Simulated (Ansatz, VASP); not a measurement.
## FeO in VASP and in Ansatz

The input INCAR:

```
SYSTEM = FeO
PREC = Accurate
ENCUT = 520
EDIFF = 1E-7
ISMEAR = -1
SIGMA = 0.05
LREAL = .False.
LASPH = .True.
NELM = 150
ALGO = Normal
ISIF = 2
LWAVE = .False.
LCHARG = .True.
ISPIN = 2
MAGMOM = 3 0
LORBIT = 11
LMAXMIX = 4
GGA = B5
ALDAX = 1.0
AGGAX = 1.0
AGGAC = 1.0
ALDAC = 0.0
IVDW = 13
VDW_S6 = 1.0
VDW_S8 = 2.34076671
VDW_A1 = 0.44488865
VDW_A2 = 4.0933009
LELF = .True.
LVHAR = .True.
NBANDS = 18
```

The input KPOINTS:

```
Automatic mesh
0
Gamma
  11 11 11
  0 0 0
```

Contents of POSCAR:

```
FeO
1.0
    0.0000000000      2.1837637790      2.1837637790
    2.1837637790      0.0000000000      2.1837637790
    2.1837637790      2.1837637790      0.0000000000
Fe O
1 1
Direct
    0.0000000000      0.0000000000      0.0000000000
    0.5000000000      0.5000000000      0.5000000000
```

Contents of input.yaml:

```yaml
crystal:
  lattice:
    - [0.0, 2.183763779, 2.183763779]
    - [2.183763779, 0.0, 2.183763779]
    - [2.183763779, 2.183763779, 0.0]
  atoms:
    - { symbol: Fe, position: [0.0, 0.0, 0.0], spin: 3.0 }
    - { symbol: O, position: [0.5, 0.5, 0.5] }
hamiltonian:
  xc: blyp
  pseudopotentials: { kind: paw }
  dispersion: d4
magnetization:
  spin_polarized: true
kpoints:
  mp_grid: { grid: [11, 11, 11] }
scf:
  occupations: { method: fermi_dirac, width: 0.05 }
output:
  forces: true
  stress: true
  eigenvalues: true
```

Alike in both runs: task single point; functional BLYP; dispersion D4; k mesh 11 × 11 × 11; occupations fermi-dirac, width 0.05 eV; collinear spin.

|  | VASP | Ansatz |
| --- | --- | --- |
| version | VASP 6.6.1 | Ansatz 0.2.0 |
| potentials or method | VASP PAW PBE potentials, release 64 (Fe, O) | Ansatz PAW |
| plane-wave cutoff (eV) | 520 | 420 |
| valence electrons in the cell | 14 | 22 |

|  | VASP | Ansatz | Ansatz less VASP |
| --- | --- | --- | --- |
| gap on the k mesh at the Fermi level (eV) | none | none | - |
| pressure (GPa) | -8.3 | -8.5 | -0.17 |
| net moment per atom (μB) | 2.00 | 2.00 | 0.000 |
| size of the moment on the site where the two differ most (μB) | 3.60 | 3.45 | -0.149 |

VASP's potentials were made for PBE, not for BLYP. Site moments also hang on the region over which each program counts them. A gap of «none» marks a metal or a gap that the smearing closes. VASP's potentials hold 14 valence electrons a cell and Ansatz's 22, so a difference there can come from the potentials and not from the codes.
